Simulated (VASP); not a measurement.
# B (P6/mmm) in VASP: notebook, part 2 of 2

VASP 6.6.1.

### 4 Single point, r2SCAN

This run uses another cell than the first one, of the same volume but with other edges.

Contents of POSCAR:

```
B
1.0
    1.7504144916      0.0000000000      0.0000000000
   -0.8752072458      1.5159034169      0.0000000000
    0.0000000000      0.0000000000      3.4388519915
B
1
Direct
    0.0000000000      0.0000000000      0.0000000000
```

Contents of INCAR.step1:

```
PREC = Accurate
ENCUT = 520
ISMEAR = 0
SIGMA = 0.15
LREAL = F
LASPH = T
NELM = 80
NBANDS = 8
GGA = PE
ALGO = Normal
EDIFF = 1E-4
LWAVE = T
LCHARG = F
```

Contents of INCAR.step2:

```
PREC = Accurate
ENCUT = 520
EDIFF = 1E-6
ISMEAR = 0
SIGMA = 0.15
LREAL = F
LASPH = T
NELM = 80
ALGO = Normal
ISIF = 2
LWAVE = F
LCHARG = F
METAGGA = R2SCAN
LMIXTAU = T
NBANDS = 8
ISTART = 1
```

Contents of KPOINTS:

```
Automatic mesh
0
Gamma
  36 36 14
```

Potentials or basis: VASP PAW PBE potentials, release 64 (B).

Started as:

```sh
cat potpaw_PBE.64/B/POTCAR > POTCAR
cp INCAR.step1 INCAR
mpirun -np 1 vasp_std > vasp.out
cp INCAR.step2 INCAR
mpirun -np 1 vasp_std > vasp.out
```

OUTCAR:

```text
PREC = Accurate
   ENCUT = 520
   EDIFF = 1E-6
   ISMEAR = 0
   LREAL = F
   LASPH = T
   NELM = 80
   ISIF = 2
   METAGGA = R2SCAN
   ISTART = 1

 ion  position               nearest neighbor table
   1  0.000  0.000  0.000-

  LATTYP: Found a hexagonal cell.
 ALAT       =     1.7504144916
 C/A-ratio  =     1.9645929624

  Lattice vectors:

 A1 = (   1.7504144916,   0.0000000000,   0.0000000000)
 A2 = (  -0.8752072458,   1.5159034169,   0.0000000000)
 A3 = (   0.0000000000,   0.0000000000,   3.4388519915)

Analysis of symmetry for initial positions (statically):
=====================================================================
 Subroutine PRICEL returns:
 Original cell was already a primitive cell.

 Routine SETGRP: Setting up the symmetry group for a
 hexagonal supercell.

 Subroutine GETGRP returns: Found 24 space group operations
 (whereof 24 operations were pure point group operations)
 out of a pool of 24 trial point group operations.
[... 156 lines left out ...]
  ext. energy  EPLUGINS =         0.00000000
  ---------------------------------------------------
  free energy    TOTEN  =        -6.56596418 eV

  energy without entropy =       -6.56343838  energy(sigma->0) =       -6.56470128

 E-fermi :   5.4614     XC(G=0): -10.9791

 val. band max:        5.4586310057   @ k =   0.3611   0.2222   0.4286
 cond. band min:       5.4721687888   @ k =   0.3611   0.2222   0.5000
 fundamental gap:      0.0135377831
 Fermi energy:         5.4613931001

 k-point     1 :       0.0000    0.0000    0.0000
  band No.  band energies     occupation
      1     -12.3835      2.00000
      2      -0.7271      2.00000
      3       8.8036      0.00000
      4      30.2645      0.00000
      5      30.2645      0.00000
      6      36.9048      0.00000
      7      43.4299      0.00000
      8      51.1124      0.00000
[... 243 lines left out ...]
 k-point    24 :       0.1389    0.0278    0.0000
  band No.  band energies     occupation
      1     -11.2249      2.00000
      2       0.8419      2.00000
      3      10.0719      0.00000
      4      25.3945      0.00000
      5      27.3302      0.00000
      6      37.4203      0.00000
      7      42.7590      0.00000
      8      46.7231      0.00000

 [... further k-points ...]
[... 5 lines left out ...]
  --------------------------------------------------------------------------------------
  -------------------------------------------------------------------------------------
  Total       -1.1733789     -1.1733789      0.1596185      0.0000000     -0.0000000      0.0000000
  in kB     -206.0264274   -206.0264274     28.0264384      0.0000000     -0.0000000      0.0000000
  external PRESSURE =    -128.0088055 kB  Pullay stress =       0.0000000 kB

 VOLUME and BASIS-vectors are now :
 -----------------------------------------------------------------------------
  energy-cutoff  :      520.00
  volume of cell :        9.12
      direct lattice vectors                 reciprocal lattice vectors
     1.750414492  0.000000000  0.000000000     0.571293259  0.329836317  0.000000000
    -0.875207246  1.515903417  0.000000000     0.000000000  0.659672634  0.000000000
     0.000000000  0.000000000  3.438851991     0.000000000  0.000000000  0.290794719

 POSITION                                       TOTAL-FORCE (eV/Angst)
 -----------------------------------------------------------------------------------
      0.00000      0.00000      0.00000         0.000000      0.000000      0.000000
 -----------------------------------------------------------------------------------
    total drift:                                0.000000     -0.000000     -0.000000

  FREE ENERGIE OF THE ION-ELECTRON SYSTEM (eV)
  ---------------------------------------------------
  free  energy   TOTEN  =        -6.5659641815 eV

  energy  without entropy=       -6.5634383840  energy(sigma->0) =       -6.56470128
```

OUTCAR.step1:

```text
PREC = Accurate
   ENCUT = 520
   ISMEAR = 0
   LREAL = F
   LASPH = T
[... 481 lines left out ...]

 POSITION                                       TOTAL-FORCE (eV/Angst)
 -----------------------------------------------------------------------------------
      0.00000      0.00000      0.00000        -0.000000      0.000000      0.000000
 -----------------------------------------------------------------------------------
    total drift:                                0.000000     -0.000000     -0.000000

  FREE ENERGIE OF THE ION-ELECTRON SYSTEM (eV)
  ---------------------------------------------------
  free  energy   TOTEN  =        -5.9663770785 eV

  energy  without entropy=       -5.9637530861  energy(sigma->0) =       -5.96506508
```

Run time: 3.5 min. Hardware: 1 thread of Intel Xeon 6975P-C, shared host; peak memory 0.17 GiB.

Results:

- Free energy: -6.5660 eV
- Pressure: -12.8 GPa

Caveat: the PAW data sets were made with another functional, which shifts forces and pressure a little.

### 5 Single point, r2SCAN

This run uses another cell than the first one, of the same volume but with other edges.

Contents of POSCAR:

```
B
1.0
    1.6491972967      0.0000000000      0.0000000000
   -0.8245986483      1.4282467548      0.0000000000
    0.0000000000      0.0000000000      3.8739147206
B
1
Direct
    0.0000000000      0.0000000000      0.0000000000
```

Contents of INCAR.step1:

```
SYSTEM = B
  ALGO = Normal
  EDIFF = 1E-4
  ENCUT = 520
  GGA = PE
  ISMEAR = 0
  LASPH = .TRUE.
  LCHARG = .FALSE.
  LREAL = .FALSE.
  LWAVE = .TRUE.
  NBANDS = 8
  NELM = 100
  PREC = Accurate
  SIGMA = 0.15
```

Contents of INCAR.step2:

```
SYSTEM = B
  ALGO = Normal
  EDIFF = 1E-6
  ENCUT = 520
  ISIF = 2
  ISMEAR = 0
  ISTART = 1
  LASPH = .TRUE.
  LCHARG = .FALSE.
  LMIXTAU = .TRUE.
  LREAL = .FALSE.
  LWAVE = .FALSE.
  METAGGA = R2SCAN
  NBANDS = 8
  NELM = 100
  PREC = Accurate
  SIGMA = 0.15
```

Contents of KPOINTS:

```
k-points
0
G
  36 36 14
  0 0 0
```

Started as:

```sh
cat potpaw_PBE.64/B/POTCAR > POTCAR
cp INCAR.step1 INCAR
mpirun -np 1 vasp_std > vasp.out
cp INCAR.step2 INCAR
mpirun -np 1 vasp_std > vasp.out
```

Wall time 2.1 min (1 thread of Intel Xeon 6975P-C, shared host); peak memory 0.17 GiB.

Results (log left out):

```
Free energy : -6.5406 eV
Pressure    : 20.6 GPa
```

Stress tensor (GPa, compression positive):
```
31.49  0.00  0.00
 0.00 31.49  0.00
 0.00  0.00 -1.13
```

Levels at points of the mesh, in eV from the Fermi level:
```csv
k point,band 1,band 2,band 3,band 4,band 5,band 6,band 7
"(0.00, 0.00, 0.00)",-19.10,-8.34,1.82,23.30,28.38,29.09,29.09
"(0.50, 0.00, 0.00)",-9.92,1.82,7.10,14.85,18.84,19.39,20.99
"(0.00, 0.00, 0.50)",-18.92,-9.62,7.65,11.64,29.10,29.10,43.40
"(0.50, 0.00, 0.50)",-9.89,2.07,6.38,12.54,18.85,24.43,28.49
```

Caveat: the PAW data sets were made with another functional, which shifts forces and pressure a little.

### 6 Summary

| cell | gap on the mesh (eV) | pressure (GPa) |
| --- | --- | --- |
| a = 1.797, b = 1.797, c = 3.262 Å, angles 90.0, 90.0, 120.0°, 1 atom | none | -22.8 |
| a = 1.602, b = 1.602, c = 4.105 Å, angles 90.0, 90.0, 120.0°, 1 atom | none | 40.6 |
| a = 1.750, b = 1.750, c = 3.439 Å, angles 90.0, 90.0, 120.0°, 1 atom | none | -12.8 |
| a = 1.649, b = 1.649, c = 3.874 Å, angles 90.0, 90.0, 120.0°, 1 atom | none | 20.6 |

Alike in all rows: task single point; level r2SCAN; potentials or basis VASP PAW PBE potentials, release 64 (B); no spin polarisation; k mesh 36 × 36 × 14; cutoff (eV) 520; smearing gaussian 0.15 eV.

Caveats: the PAW data sets were made with another functional, which shifts forces and pressure a little.

Total energies depend on the potentials used, so only differences within one code and one set of settings carry meaning.
